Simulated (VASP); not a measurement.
Write the native input for VASP 6.6.1 that does the following.

| Property | Result |
| --- | --- |
| Task | relaxation of cell and atoms |
| Functional | PBE |
| Potentials or basis | VASP PAW PBE potentials, release 64 (Rb_sv, Na_pv, Te) |
| Cutoff | 600 eV |
| k mesh | 6 × 6 × 2 |
| Occupations | gaussian, width 0.1 eV |
| Spin | no spin polarisation |
| Dipole correction | no |
| Further INCAR settings | ALGO = Normal; EDIFF = 1e-06; IBRION = 2; EDIFFG = -0.04; NSW = 90; ISIF = 3 |

The structure of RbNa3Te2 lies in POSCAR:

```
RbNa3Te2
1.0
    4.6171943900      0.0000000000      0.0000000000
   -2.3085972000      3.9986076400      0.0000000000
    0.0000000000      0.0000000000      9.2475615200
Rb Na Te
1 3 2
Direct
    0.0000000000      0.0000000000      0.0000000000
    0.0000000000      0.0000000000      0.5000000000
    0.3333333300      0.6666666700      0.0000000000
    0.3333333300      0.6666666700      0.5000000000
    0.6666666700      0.3333333300      0.2376510100
    0.6666666700      0.3333333300      0.7623489900
```

These files were run (other wordings do the same):

INCAR

```
PREC     = Accurate       # precision mode
ENCUT    = 600            # plane-wave cutoff, eV
EDIFF    = 1E-6           # SCF threshold, eV
ISMEAR   = 0              # smearing method
SIGMA    = 0.1            # smearing width, eV
LREAL    = F              # projectors in reciprocal space
LASPH    = T              # aspherical terms in the spheres
NELM     = 60             # most SCF steps
ALGO     = Normal         # electronic algorithm
ISIF     = 3              # what is computed and relaxed
LWAVE    = F              # write WAVECAR
LCHARG   = F              # write CHGCAR
GGA      = PE             # functional
IBRION   = 2              # ionic algorithm
NSW      = 90             # ionic steps
EDIFFG   = -0.04          # ionic threshold
```

KPOINTS

```
Automatic mesh
0
Gamma
  6 6 2
```

Potentials or basis: VASP PAW PBE potentials, release 64 (Rb_sv, Na_pv, Te).

The run is started by

```sh
$ cat potpaw_PBE.64/Rb_sv/POTCAR potpaw_PBE.64/Na_pv/POTCAR potpaw_PBE.64/Te/POTCAR > POTCAR
$ mpirun -np 1 vasp_std > vasp.out
```

Results of the run:

```yaml
Relaxed_volume: 31.59 Å³/atom
Relaxed_cell: a = 5.136 Å, b = 5.136 Å, c = 8.297 Å, α = 90.00°, β = 90.00°, γ = 120.00°
Space_group_after_relaxing_to_0.05_Å: P-6m2 (No. 187)
Energy_gained_by_relaxing: 239.1 meV/atom
Ionic_steps: 9
Pressure_after_relaxing: 0.0 GPa
Largest_force_after_relaxing: 0.013 eV/Å
Band_gap_on_the_k_mesh: 0.26 eV, indirect (least direct gap 0.32 eV)
```

Caveat: spin-orbit coupling is left out, which moves the levels of the heavy elements.

Run time: 4.8 min on 1 thread of Intel(R) Xeon(R) 6975P-C (Granite Rapids), with other jobs on the host, peak memory 0.41 GiB.
